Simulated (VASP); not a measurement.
A run of VASP 6.6.1 is set up as follows.

Contents of INCAR:

```
PREC     = Accurate       # precision mode
ENCUT    = 520            # plane-wave cutoff, eV
EDIFF    = 1E-6           # SCF threshold, eV
ISMEAR   = -1             # smearing method
SIGMA    = 0.1            # smearing width, eV
LREAL    = F              # projectors in reciprocal space
LASPH    = T              # aspherical terms in the spheres
NELM     = 80             # most SCF steps
ALGO     = Normal         # electronic algorithm
ISIF     = 2              # what is computed and relaxed
LWAVE    = F              # write WAVECAR
LCHARG   = T              # write CHGCAR
GGA      = PS             # functional
LELF     = T              # ELF
LVHAR    = T            
NBANDS   = 16             # bands
```

Contents of KPOINTS:

```
Automatic mesh
0
Gamma
  12 12 12
```

The input POSCAR:

```
InP
1.0
    0.0000000000      2.4085272200      2.4085272200
    2.4085272200      0.0000000000      2.4085272200
    2.4085272200      2.4085272200      0.0000000000
In P
1 1
Direct
    0.0000000000      0.0000000000      0.0000000000
    0.2500000000      0.2500000000      0.2500000000
```

Potentials or basis: VASP PAW PBE potentials, release 64 (In_d, P).

The run is started by

```console
$ cat potpaw_PBE.64/In_d/POTCAR potpaw_PBE.64/P/POTCAR > POTCAR
$ mpirun -np 1 vasp_std > vasp.out
```

Task: Estimate the pressure.

Result: 147.4 GPa.

Caveat: the PAW data sets were made with another functional, which shifts forces and pressure a little.
